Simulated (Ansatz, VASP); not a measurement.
**Two plane-wave programs on SiC**

File INCAR:

```
SYSTEM = SiC
  ALGO = Normal
  EDIFF = 1E-6
  ENCUT = 520
  GGA = PS
  ISIF = 2
  ISMEAR = -1
  IVDW = 13
  LASPH = .TRUE.
  LCHARG = .TRUE.
  LELF = .TRUE.
  LREAL = .FALSE.
  LVHAR = .TRUE.
  LWAVE = .FALSE.
  NBANDS = 26
  NELM = 60
  PREC = Accurate
  SIGMA = 0.05
```

The input KPOINTS:

```
k-points
0
G
  10 10 3
  0 0 0
```

POSCAR

```
SiC
1.0
    3.1161684510      0.0000000000      0.0000000000
   -1.5580842255      2.6986810411      0.0000000000
    0.0000000000      0.0000000000     10.2031701838
Si C
4 4
Direct
    0.0000000000      0.0000000000      0.1878943800
    0.0000000000      0.0000000000      0.6878943800
    0.3333333333      0.6666666667      0.4378419800
    0.6666666667      0.3333333333      0.9378419800
    0.0000000000      0.0000000000      0.0004600500
    0.0000000000      0.0000000000      0.5004600500
    0.3333333333      0.6666666667      0.2498025900
    0.6666666667      0.3333333333      0.7498025900
```

input.yaml

```yaml
crystal:
  lattice:
    - [3.116168451, 0.0, 0.0]
    - [-1.5580842255, 2.6986810411, 0.0]
    - [0.0, 0.0, 10.2031701838]
  atoms:
    - { symbol: Si, position: [0.0, 0.0, 0.18789438] }
    - { symbol: Si, position: [0.0, 0.0, 0.68789438] }
    - { symbol: Si, position: [0.3333333333, 0.6666666667, 0.43784198] }
    - { symbol: Si, position: [0.6666666667, 0.3333333333, 0.93784198] }
    - { symbol: C, position: [0.0, 0.0, 0.00046005] }
    - { symbol: C, position: [0.0, 0.0, 0.50046005] }
    - { symbol: C, position: [0.3333333333, 0.6666666667, 0.24980259] }
    - { symbol: C, position: [0.6666666667, 0.3333333333, 0.74980259] }
hamiltonian:
  xc: pbesol
  pseudopotentials: { kind: paw }
  dispersion: d4
kpoints:
  mp_grid: { grid: [10, 10, 3] }
scf:
  occupations: { method: fermi_dirac, width: 0.05 }
output:
  forces: true
  stress: true
  eigenvalues: true
```

Alike in both runs: task single point; functional PBEsol; dispersion D4; k mesh 10 × 10 × 3; occupations fermi-dirac, width 0.05 eV; no spin polarisation.

|  | VASP | Ansatz |
| --- | --- | --- |
| version | VASP 6.6.1 | Ansatz 0.2.0 |
| potentials or method | VASP PAW PBE potentials, release 64 (Si, C) | Ansatz PAW |
| plane-wave cutoff (eV) | 520 | 420 |
| valence electrons in the cell | 32 | 32 |

```csv
,VASP,Ansatz,Ansatz less VASP
gap on the k mesh at the Fermi level (eV),2.10,2.11,+0.007
least direct gap on the mesh (eV),3.22,3.22,+0.008
pressure (GPa),-9.6,-9.9,-0.32
rms of the force components (eV/Å),0.003,0.003,+0.0002
```

VASP's potentials were made for PBE, not for PBEsol. Atom by atom the forces differ by 0.001 eV/Å (rms over components).

Noted on Ansatz's run: odd divisions of the mesh miss points on the zone boundary, where band edges often lie, so the gap on the mesh can be too wide.
